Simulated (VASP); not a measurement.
## Sn: single point with PBE

Crystal: Sn.

```
Sn
1.0
     0.00000    3.28449    3.28449
     3.28449    0.00000    3.28449
     3.28449    3.28449    0.00000
Sn
2
Direct
  0.00000 0.00000 0.00000
  0.25000 0.25000 0.25000
```

- Program: VASP 6.6.1
- Task: single point
- Functional: PBE
- Potentials or basis: VASP PAW PBE potentials, release 64 (Sn_d)
- Cutoff: 520 eV
- k mesh: 6 × 6 × 6
- Occupations: fermi-dirac, width 0.02 eV
- Spin: no spin polarisation
- Dipole correction: no
- Further INCAR settings: ALGO = Normal; EDIFF = 1e-06; NBANDS = 21

The pressure is 1.5 GPa and the band gap on the k mesh is zero (band 14 reaches 5.36 eV, above the bottom of band 15 at 5.19 eV).

Levels at points of the mesh, in eV from the Fermi level:
| k point | band 11 | band 12 | band 13 | band 14 | band 15 | band 16 | band 17 | band 18 |
| --- | --- | --- | --- | --- | --- | --- | --- | --- |
| (0.00, 0.00, 0.00) | -10.29 | -0.81 | 0.16 | 0.16 | 0.16 | 2.23 | 2.23 | 2.23 |
| (0.50, 0.00, 0.00) | -8.74 | -6.09 | -0.99 | -0.99 | 0.00 | 3.29 | 3.29 | 5.75 |
| (0.50, 0.50, 0.00) | -7.31 | -7.31 | -2.27 | -2.27 | 0.94 | 0.94 | 7.57 | 7.57 |

Run time: 15 s on 1 thread of AMD EPYC 9R45 96-Core Processor (Zen 5), on a shared host, peak memory 0.17 GiB.

Caveat: spin-orbit coupling is left out, which moves the levels of the heavy elements.
